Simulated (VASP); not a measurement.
Here is a VASP 6.6.1 calculation.

File INCAR:

```
ALGO = Normal
EDIFF = 1E-6
ENCUT = 520
GGA = CA
ISIF = 2
ISMEAR = -1
ISPIN = 2
LASPH = True
LCHARG = False
LMAXMIX = 6
LORBIT = 11
LREAL = False
LWAVE = False
MAGMOM = 7
NBANDS = 18
NELM = 150
PREC = Accurate
SIGMA = 0.1
```

KPOINTS

```
k-points
0
Gamma
  15 15 15
```

Contents of POSCAR:

```
Eu
1.0
    0.0000000000      2.1804720775      2.1804720775
    2.1804720775      0.0000000000      2.1804720775
    2.1804720775      2.1804720775      0.0000000000
Eu
1
Direct
    0.0000000000      0.0000000000      0.0000000000
```

Potentials or basis: VASP PAW PBE potentials, release 64 (Eu).

Run with:

```bash
$ cat potpaw_PBE.64/Eu/POTCAR > POTCAR
$ mpirun -np 1 vasp_std > vasp.out
```

**Question.** Predict the net moment.

**Answer.** 6.91 μB per cell.

**Question.** Estimate the site moments.

**Answer.** Eu +6.56 μB.

 The state reached can hang on the start; a lower one may exist.
